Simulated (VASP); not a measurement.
WC: single point with PBE

WC:

```
CELL_PARAMETERS angstrom
-1.46089 -2.53033 0.00000
1.46089 -2.53033 0.00000
0.00000 0.00000 10.54123
ATOMIC_POSITIONS crystal
W 0.00000 0.00000 0.20255
W 0.00000 0.00000 0.47264
W 0.00000 0.00000 0.74273
C 0.33333 0.33333 0.06751
C 0.33333 0.33333 0.33760
C 0.33333 0.33333 0.60769
```

This cell differs from its parent crystal: the distance across one plane changed.

```
Program                : VASP 6.6.1
Task                   : single point
Functional             : PBE
Potentials or basis    : VASP PAW PBE potentials, release 64 (W_sv, C)
Cutoff                 : 520 eV
k mesh                 : 23 × 23 × 7
Occupations            : gaussian, width 0.15 eV
Spin                   : no spin polarisation
Dipole correction      : no
Further INCAR settings : ALGO = Normal; EDIFF = 1e-06; NBANDS = 36
```

```json
{
  "Pressure": "-9.3 GPa",
  "Largest force": "5.264 eV/Å",
  "Band gap on the k mesh": "zero (bands 27 and 28 overlap by 0.49 eV)"
}
```

Forces in eV/Å, atoms in the order of the input:
```
W    0.000  0.000 -5.264
W    0.000  0.000 -0.108
W    0.000  0.000 -0.284
C    0.000  0.000  3.770
C    0.000  0.000  0.952
C    0.000  0.000  0.933
```

Stress tensor (GPa, compression positive):
```
 -5.04   0.00   0.00
  0.00  -5.04   0.00
  0.00   0.00 -17.78
```

Levels at points of the mesh, in eV from the Fermi level:
| k point | band 25 | band 26 | band 27 | band 28 | band 29 | band 30 |
| --- | --- | --- | --- | --- | --- | --- |
| (0.00, 0.00, 0.00) | -1.03 | -0.22 | -0.22 | 0.49 | 0.97 | 0.97 |

Wall time 29 min on 1 thread of AMD EPYC 7R13, with other jobs on the host, peak memory 0.76 GiB.

Caveat: the cell differs from its parent crystal (the distance across one plane changed); the stress differs along the axes, from -18 to -5 GPa; spin-orbit coupling is left out, which moves the levels of the heavy elements; forces of over 1 eV/Å act on the atoms, so gaps and moduli don't describe the material at rest.
